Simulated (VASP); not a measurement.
Write the native input for VASP 6.6.1 that does the following.

```
Task                   : relaxation of cell and atoms
Functional             : PBE
Potentials or basis    : VASP PAW PBE potentials, release 64 (Ge_d, Bi_d, Br)
Cutoff                 : 600 eV
k mesh                 : 4 × 4 × 2
Occupations            : gaussian, width 0.1 eV
Spin                   : no spin polarisation
Dipole correction      : no
Further INCAR settings : ALGO = Normal; EDIFF = 1e-06; IBRION = 2; EDIFFG = -0.04; NSW = 90; ISIF = 3
```

The structure of GeBiBr5 lies in POSCAR:

```
GeBiBr5
1.0
    4.7718796400      0.0000000000      0.0000000000
    0.0000000000      4.7718796400      0.0000000000
    0.0000000000      0.0000000000      8.6833889500
Ge Bi Br
1 1 5
Direct
    0.5000000000      0.5000000000      0.0000000000
    0.0000000000      0.0000000000      0.5000000000
    0.0000000000      0.5000000000      0.3017445800
    0.0000000000      0.5000000000      0.6982554200
    0.5000000000      0.0000000000      0.3017445800
    0.5000000000      0.0000000000      0.6982554200
    0.0000000000      0.0000000000      0.0000000000
```

The cell was built from a structure type or drawn by symmetry, and may not be a known phase.

These files were run (other wordings do the same):

INCAR

```
SYSTEM = GeBiBr5
PREC = Accurate
ENCUT = 600
EDIFF = 1E-6
ISMEAR = 0
SIGMA = 0.1
LREAL = .False.
LASPH = .True.
NELM = 60
ALGO = Normal
ISIF = 3
LWAVE = .False.
LCHARG = .False.
GGA = PE
IBRION = 2
NSW = 90
EDIFFG = -0.04
```

KPOINTS

```
regular mesh
0
Gamma
  4 4 2
  0 0 0
```

Potentials or basis: VASP PAW PBE potentials, release 64 (Ge_d, Bi_d, Br).

Launch:

```console
$ cat potpaw_PBE.64/Ge_d/POTCAR potpaw_PBE.64/Bi_d/POTCAR potpaw_PBE.64/Br/POTCAR > POTCAR
$ mpirun -np 1 vasp_std > vasp.out
```

Results of the run:

```
Relaxed volume                        : 28.58 Å³/atom
Relaxed cell                          : a = 4.999 Å, b = 4.999 Å, c = 8.006 Å, α = 90.00°, β = 90.00°, γ = 90.00°
Space group after relaxing (to 0.1 Å) : P4/mmm (No. 123)
Energy gained by relaxing             : 43.4 meV/atom
Ionic steps                           : 10
Pressure after relaxing               : 0.1 GPa
Band gap on the k mesh                : 0.59 eV (least direct gap 0.95 eV)
```

Caveat: spin-orbit coupling is left out, which moves the levels of the heavy elements.

Wall time 7.2 min on 1 thread of Intel(R) Xeon(R) 6975P-C (Granite Rapids) (shared host), peak memory 0.41 GiB.
